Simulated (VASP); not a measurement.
# Al15Au8 (a cell with a defect) in VASP: single point with PBE

Aim: the single point of Al15Au8 (a cell with a defect) with PBE.

Program: VASP 6.6.1. These are calculated values, not measurements. Logs are shortened: lines on timing, memory, paths and dates and some standing lists are left out, and cuts for length are marked.

## 1. The cell of the first run

The cell holds a defect, 23 atoms: a = 8.488 Å, b = 8.488 Å, c = 8.488 Å, α = 60.00°, β = 60.00°, γ = 60.00°.

## 2. Single point, PBE

INCAR

```
PREC = Accurate ; ENCUT = 520
EDIFF = 1E-6 ; ISMEAR = -1
SIGMA = 0.05 ; LREAL = Auto
LASPH = T ; NELM = 80
ALGO = Normal ; ISIF = 2
LWAVE = F ; LCHARG = T
GGA = PE ; LELF = T
LVHAR = T ; NBANDS = 84
```

KPOINTS

```
Automatic mesh
0
Gamma
  2 2 2
```

POSCAR

```
Al15Au8
1.0
    0.0000000000      6.0019200000      6.0019200000
    6.0019200000      0.0000000000      6.0019200000
    6.0019200000      6.0019200000      0.0000000000
Au Al
8 15
Direct
    0.0038913381      0.0068037395     -0.0062299231
   -0.0155125360     -0.0003407243      0.5070442458
    0.0011262229      0.5013778091      0.0031937280
    0.0011268061      0.5013772260      0.4925368882
    0.4972596269     -0.0024882871      0.0196348002
    0.4972606266     -0.0024892868      0.4838287581
    0.5065525698      0.5041425077     -0.0062303396
    0.4994083560      0.4847385503      0.5070437460
    0.1285654424      0.1212719430      0.1234215884
    0.3761160595      0.3733131231      0.3698222402
    0.1285661088      0.1212712765      0.6249762576
    0.3761156430      0.3733137063      0.8789830588
    0.1370193205      0.6372704068      0.1119725021
    0.3612225754      0.8614736618      0.3877694138
    0.1211968004      0.6214478867      0.6277950223
    0.5857480606      1.0859969810      0.6632449283
    0.6337561980      0.1340072843      0.1152356246
    0.8715466051      0.3717975248      0.3774453841
    0.8810884684      0.3813395547      0.8679033543
    0.6210201902      0.6288173618      0.1234210886
    0.8730627866      0.8763663961      0.3698223235
    0.6210211899      0.6288163621      0.6249757578
    0.8730622034      0.8763669792      0.8789834753
```

Potentials or basis: VASP PAW PBE potentials, release 64 (Au, Al).

Started as:

```console
$ cat potpaw_PBE.64/Au/POTCAR potpaw_PBE.64/Al/POTCAR > POTCAR
$ mpirun -np 1 vasp_std > vasp.out
```

OUTCAR:

```text
PREC = Accurate
   ENCUT = 520
   EDIFF = 1E-6
   ISMEAR = -1
   LREAL = Auto
   LASPH = T
   NELM = 80
   ISIF = 2
   GGA = PE

 ion  position               nearest neighbor table
   1  0.004  0.007  0.994-   9 2.56  11 2.56  13 2.56  17 2.57  19 2.60  21 2.61  23 2.61
   2  0.984  1.000  0.507-  23 2.58  21 2.58  18 2.58  14 2.61  15 2.62   9 2.66  11 2.66  16 2.78

   3  0.001  0.501  0.003-  18 2.59  23 2.60  12 2.60  19 2.60  15 2.60   9 2.63  20 2.63  13 2.64

   4  0.001  0.501  0.493-  18 2.59  21 2.60  10 2.60  19 2.60  15 2.60  22 2.63  11 2.63  13 2.64

   5  0.497  0.998  0.020-  16 2.51  14 2.56   9 2.56  20 2.56  17 2.56  12 2.61  23 2.61
   6  0.497  0.998  0.484-  16 2.51  14 2.56  22 2.56  11 2.56  17 2.56  21 2.61  10 2.61
   7  0.507  0.504  0.994-  22 2.56  20 2.56  13 2.56  17 2.57  19 2.60  12 2.61  10 2.61
   8  0.499  0.485  0.507-  10 2.58  12 2.58  18 2.58  14 2.61  15 2.62  22 2.66  20 2.66  16 2.78

   9  0.129  0.121  0.123-   1 2.56   5 2.56   3 2.63   2 2.66  14 2.99  12 3.00  21 3.00  19 3.02
                            18 3.03
  10  0.376  0.373  0.370-   8 2.58   4 2.60   6 2.61   7 2.61  17 2.97  13 2.99  11 3.00  20 3.00
                            15 3.04  16 3.06
  11  0.129  0.121  0.625-   1 2.56   6 2.56   4 2.63   2 2.66  14 2.99  10 3.00  23 3.00  19 3.02
                            18 3.03
  12  0.376  0.373  0.879-   8 2.58   3 2.60   5 2.61   7 2.61  17 2.97  13 2.99   9 3.00  22 3.00
                            15 3.04  16 3.06
  13  0.137  0.637  0.112-   7 2.56   1 2.56   4 2.64   3 2.64  21 2.99  12 2.99  23 2.99  10 2.99
                            18 3.19
  14  0.361  0.861  0.388-   6 2.56   5 2.56   2 2.61   8 2.61  15 2.88  11 2.99  20 2.99   9 2.99
                            22 2.99  17 3.27
  15  0.121  0.621  0.628-   3 2.60   4 2.60   2 2.62   8 2.62  14 2.88  19 2.88  21 3.04  12 3.04
                            10 3.04  23 3.04
  16  0.586  0.086  0.663-   5 2.51   6 2.51   2 2.78   8 2.78  23 3.06  21 3.06  10 3.06  12 3.06

  17  0.634  0.134  0.115-   5 2.56   6 2.56   1 2.57   7 2.57  10 2.97  23 2.97  12 2.97  21 2.97
                            19 2.97  14 3.27
  18  0.872  0.372  0.377-   8 2.58   2 2.58   4 2.59   3 2.59  22 3.03   9 3.03  11 3.03  20 3.03
                            13 3.19
  19  0.881  0.381  0.868-   1 2.60   7 2.60   3 2.60   4 2.60  15 2.88  17 2.97  22 3.02   9 3.02
                            11 3.02  20 3.02
  20  0.621  0.629  0.123-   7 2.56   5 2.56   3 2.63   8 2.66  14 2.99  23 3.00  10 3.00  19 3.02
                            18 3.03
  21  0.873  0.876  0.370-   2 2.58   4 2.60   6 2.61   1 2.61  17 2.97  13 2.99  22 3.00   9 3.00
                            15 3.04  16 3.06
  22  0.621  0.629  0.625-   7 2.56   6 2.56   4 2.63   8 2.66  14 2.99  21 3.00  12 3.00  19 3.02
                            18 3.03
  23  0.873  0.876  0.879-   2 2.58   3 2.60   5 2.61   1 2.61  17 2.97  13 2.99  20 3.00  11 3.00
                            15 3.04  16 3.06

  LATTYP: Found a face centered cubic cell.
 ALAT       =    12.0038400000

  Lattice vectors:

 A1 = (   0.0000000000,   6.0019200000,   6.0019200000)
 A2 = (   6.0019200000,   0.0000000000,   6.0019200000)
 A3 = (   6.0019200000,   6.0019200000,   0.0000000000)

Analysis of symmetry for initial positions (statically):
=====================================================================
 Subroutine PRICEL returns:
 Original cell was already a primitive cell.

 Routine SETGRP: Setting up the symmetry group for a
 face centered cubic supercell.

 Subroutine GETGRP returns: Found  4 space group operations
 (whereof  1 operations were pure point group operations)
 out of a pool of 48 trial point group operations.

The static configuration has the point symmetry C_1 .
 The point group associated with its full space group is C_2v.

Analysis of symmetry for dynamics (positions and initial velocities):
=====================================================================
 Subroutine PRICEL returns:
 Original cell was already a primitive cell.

 Routine SETGRP: Setting up the symmetry group for a
 face centered cubic supercell.

 Subroutine GETGRP returns: Found  4 space group operations
 (whereof  1 operations were pure point group operations)
 out of a pool of 48 trial point group operations.

The dynamic configuration has the point symmetry C_1 .
 The point group associated with its full space group is C_2v.

 Subroutine INISYM returns: Found  4 space group operations
 (whereof  1 operations are pure point group operations),
 and found     1 'primitive' translations

----------------------------------------------------------------------------------------

                                     Primitive cell

  volume of cell :     432.4149

  direct lattice vectors                    reciprocal lattice vectors
     0.000000000  6.001920000  6.001920000    -0.083306675  0.083306675  0.083306675
     6.001920000  0.000000000  6.001920000     0.083306675 -0.083306675  0.083306675
     6.001920000  6.001920000  0.000000000     0.083306675  0.083306675 -0.083306675

  length of vectors
     8.487996664  8.487996664  8.487996664     0.144291394  0.144291394  0.144291394

  position of ions in fractional coordinates (direct lattice)
     0.003891338  0.006803740  0.993770077
     0.984487464  0.999659276  0.507044246
     0.001126223  0.501377809  0.003193728
     0.001126806  0.501377226  0.492536888
     0.497259627  0.997511713  0.019634800
     0.497260627  0.997510713  0.483828758
[... 15 lines left out ...]
     0.621021190  0.628816362  0.624975758
     0.873062203  0.876366979  0.878983475

  ion indices of the primitive-cell ions
   primitive index   ion index
                 1           1
                 2           2
                 3           3
                 4           4
                 5           5
                 6           6
[... 15 lines left out ...]
                22          22
                23          23

----------------------------------------------------------------------------------------

 KPOINTS: Automatic mesh

Automatic generation of k-mesh.
 Grid dimensions read from file:
 generate k-points for:    2    2    2

 Generating k-lattice:

  Cartesian coordinates                     Fractional coordinates (reciprocal lattice)
    -0.041653338  0.041653338  0.041653338     0.500000000  0.000000000  0.000000000
     0.041653338 -0.041653338  0.041653338     0.000000000  0.500000000  0.000000000
     0.041653338  0.041653338 -0.041653338     0.000000000  0.000000000  0.500000000

  Length of vectors
     0.072145697  0.072145697  0.072145697

  Shift w.r.t. Gamma in fractional coordinates (k-lattice)
     0.000000000  0.000000000  0.000000000

 Subroutine IBZKPT returns following result:
 ===========================================

 Found      5 irreducible k-points:

 Following reciprocal coordinates:
            Coordinates               Weight
  0.000000  0.000000  0.000000      1.000000
  0.500000  0.000000  0.000000      2.000000
  0.000000  0.000000  0.500000      2.000000
  0.500000  0.500000  0.000000      1.000000
  0.000000  0.500000  0.500000      2.000000
   k-points           NKPTS =      5   k-points in BZ     NKDIM =      5   number of bands    NBANDS=     84
   number of dos      NEDOS =    301   number of ions     NIONS =     23
   total plane-waves  NPLWV = 262144
   dimension x,y,z NGX =    64 NGY =   64 NGZ =   64
   dimension x,y,z NGXF=   128 NGYF=  128 NGZF=  128
   ions per type =               8  15
   NGX,Y,Z   is equivalent  to a cutoff of  12.54, 12.54, 12.54 a.u.
   NGXF,Y,Z  is equivalent  to a cutoff of  25.07, 25.07, 25.07 a.u.
 SYSTEM =  unknown system
   PREC   = accura    normal or accurate (medium, high low for compatibility)
   ISTART =      0    job   : 0-new  1-cont  2-samecut
   ICHARG =      2    charge: 1-file 2-atom 10-const
   ISPIN  =      1    spin polarized calculation?
   LNONCOLLINEAR =      F non collinear calculations
   LSORBIT =      F    spin-orbit coupling
   LASPH  =      T    aspherical Exc in radial PAW
   ENCUT  =  520.0 eV  38.22 Ry    6.18 a.u.  15.78 15.78 15.78*2*pi/ulx,y,z
   NELM   =     80;   NELMIN=  2; NELMDL= -5     # of ELM steps
   EDIFF  = 0.1E-05   stopping-criterion for ELM
   LREAL  =      T    real-space projection
   EDIFFG = 0.1E-04   stopping-criterion for IOM
   NSW    =      0    number of steps for IOM
[... 5 lines left out ...]
   TEBEG  =    0.0;   TEEND  =   0.0 temperature during run
   PSTRESS=    0.0 pullay stress
   NELECT =     133.0000    total number of electrons
   NUPDOWN=      -1.0000    fix difference up-down
   EMIN   =  10.00;   EMAX   =-10.00  energy-range for DOS
   EFERMI =   0.00;   METHOD = LEGACY
   ISMEAR =    -1;   SIGMA  =   0.05  broadening in eV -4-tet -1-fermi 0-gaus
   EFERMI_NEDOS =   21; number of points for ismear=-14 and -15
   IALGO  =     38    algorithm
   IMIX   =      4    mixing-type and parameters
     AMIX     =   0.40;   BMIX     =  1.00
     AMIX_MAG =   1.60;   BMIX_MAG =  1.00
  volume/ion in A,a.u.               =      18.80       126.87
  Fermi-wavevector in a.u.,A,eV,Ry     =   1.105075  2.088289 16.615316  1.221191
  Thomas-Fermi vector in A             =   2.241557
   LORBIT       =      0    0 simple, 1 ext, 2 COOP (PROOUT), +10 PAW based schemes
   GGA     = PE    functional components
   LHFCALC =     F    Hartree Fock is set to
   AEXX    =    0.0000 exact exchange contribution
   IVDW    =     0    specifies the selected vdW correction
   LEPSILON=     F    determine dielectric tensor
   LRPA    =     F    only Hartree local field effects (RPA)
 non-spin polarized calculation
  energy-cutoff  :      520.00
  volume of cell :      432.41
 maximum number of plane-waves:     11702
 NGX is ok and might be reduce to    64
   NGX = 31   NGY = 31   NGZ = 31

 number of electron     133.0000003 magnetization

 Free energy of the ion-electron system (eV)
  ---------------------------------------------------
  ext. energy  EPLUGINS =         0.00000000
  ---------------------------------------------------
  free energy    TOTEN  =       -91.14567774 eV

  energy without entropy =      -91.09061028  energy(sigma->0) =      -91.11814401

 E-fermi :   7.2378     XC(G=0): -10.3396

 val. band max:        7.1318316394   @ k =   0.5000   0.0000   0.0000
 cond. band min:       7.2666673338   @ k =   0.5000   0.5000   0.0000
 fundamental gap:      0.1348356944
 Fermi energy:         7.2378066370

 k-point     1 :       0.0000    0.0000    0.0000
  band No.  band energies     occupation
      1      -3.0407      2.00000
      2      -1.0983      2.00000
      3      -1.0857      2.00000
      4      -1.0613      2.00000
      5      -0.8545      2.00000
      6       0.0906      2.00000
[... 70 lines left out ...]
     77      10.3452      0.00000
     78      10.5071      0.00000

 k-point     2 :       0.5000    0.0000    0.0000
  band No.  band energies     occupation
      1      -2.3611      2.00000
      2      -2.1772      2.00000
      3      -0.6383      2.00000
      4      -0.6180      2.00000
      5      -0.5718      2.00000
      6      -0.5373      2.00000
[... 70 lines left out ...]
     77       9.5101      0.00000
     78       9.8745      0.00000

 k-point     3 :       0.0000    0.0000    0.5000
  band No.  band energies     occupation
      1      -2.3381      2.00000
      2      -2.1963      2.00000
      3      -0.6123      2.00000
      4      -0.6075      2.00000
      5      -0.5908      2.00000
      6      -0.5440      2.00000
[... 70 lines left out ...]
     77       9.6274      0.00000
     78       9.7347      0.00000

 k-point     4 :       0.5000    0.5000    0.0000
  band No.  band energies     occupation
      1      -2.0718      2.00000
      2      -1.8962      2.00000
      3      -1.2648      2.00000
      4      -1.1784      2.00000
      5      -1.1568      2.00000
      6      -0.6749      2.00000
[... 70 lines left out ...]
     77      10.1792      0.00000
     78      10.2718      0.00000

 k-point     5 :       0.0000    0.5000    0.5000
  band No.  band energies     occupation
      1      -2.0988      2.00000
      2      -1.8677      2.00000
      3      -1.2394      2.00000
      4      -1.1844      2.00000
      5      -1.1159      2.00000
      6      -0.7629      2.00000
[... 70 lines left out ...]
     77      10.2321      0.00000
     78      10.2960      0.00000
 [bands above 78 left out]

------------------------ aborting loop because EDIFF is reached ----------------------------------------

  FORCE on cell =-STRESS in cart. coord.  units (eV):
  Direction    XX          YY          ZZ          XY          YZ          ZX
  --------------------------------------------------------------------------------------
  -------------------------------------------------------------------------------------
  Total        5.1652529      5.1652529      4.9967836      1.6246992      0.0000000      0.0000000
  in kB       19.1382212     19.1382212     18.5140112      6.0198122      0.0000000      0.0000000
  external PRESSURE =      18.9301512 kB  Pullay stress =       0.0000000 kB

 VOLUME and BASIS-vectors are now :
 -----------------------------------------------------------------------------
  energy-cutoff  :      520.00
  volume of cell :      432.41
      direct lattice vectors                 reciprocal lattice vectors
     0.000000000  6.001920000  6.001920000    -0.083306675  0.083306675  0.083306675
     6.001920000  0.000000000  6.001920000     0.083306675 -0.083306675  0.083306675
     6.001920000  6.001920000  0.000000000     0.083306675  0.083306675 -0.083306675

 POSITION                                       TOTAL-FORCE (eV/Angst)
 -----------------------------------------------------------------------------------
      6.00536      5.98788      0.06419         0.031253     -0.031253     -0.072904
      9.04311      8.95205     11.90869        -0.007216      0.007216      0.007715
      3.02840      0.02593      3.01599        -0.006293     -0.006293     -0.021516
      5.96539      2.96293      3.01599         0.006293      0.006293     -0.021516
      6.10483      3.10236      8.97150        -0.079130     -0.079130     -0.025780
      8.89088      5.88842      8.97150         0.079130      0.079130     -0.025780
[... 15 lines left out ...]
      7.52516      7.47837      7.50143         0.042514      0.008939     -0.028880
     10.53547     10.51564     10.49993        -0.001500     -0.008459     -0.034519
 -----------------------------------------------------------------------------------
    total drift:                                0.002653      0.001339      0.003037

  FREE ENERGIE OF THE ION-ELECTRON SYSTEM (eV)
  ---------------------------------------------------
  free  energy   TOTEN  =       -91.1456777399 eV

  energy  without entropy=      -91.0906102785  energy(sigma->0) =      -91.11814401
```

Wall time 7.3 min (1 thread of Oxide Virtual Turin-like, shared host); peak memory 0.56 GiB.

Results:

```yaml
Free_energy: -91.1457 eV
Pressure: 1.9 GPa
Largest_force: 0.583 eV/Å
Band_gap_on_the_k_mesh: zero (an odd number of electrons rules out a gap without spin polarisation)
```

Forces in eV/Å, atoms in the order of the input:
```
Au   0.031 -0.031 -0.073
Au  -0.007  0.007  0.008
Au  -0.006 -0.006 -0.022
Au   0.006  0.006 -0.022
Au  -0.079 -0.079 -0.026
Au   0.079  0.079 -0.026
Au  -0.031  0.031 -0.073
Au   0.007 -0.007  0.008
Al  -0.043 -0.009 -0.029
Al   0.002  0.008 -0.035
Al   0.009  0.043 -0.029
Al  -0.008 -0.002 -0.035
Al   0.000  0.000  0.012
Al   0.000  0.000  0.059
Al   0.000  0.000  0.008
Al   0.000  0.000  0.583
Al   0.000  0.000 -0.135
Al   0.000  0.000 -0.001
Al   0.000  0.000 -0.046
Al  -0.009 -0.043 -0.029
Al   0.008  0.002 -0.035
Al   0.043  0.009 -0.029
Al  -0.002 -0.008 -0.035
```

Stress tensor (GPa, compression positive):
```
1.91 0.60 0.00
0.60 1.91 0.00
0.00 0.00 1.85
```

Caveat: the k points lie up to 0.45 Å⁻¹ apart, too coarse for converged energies and pressures of a metal; spin-orbit coupling is left out, which moves the levels of the heavy elements.

The gap in the log of VASP goes by the Fermi energy; the results here count the filled bands.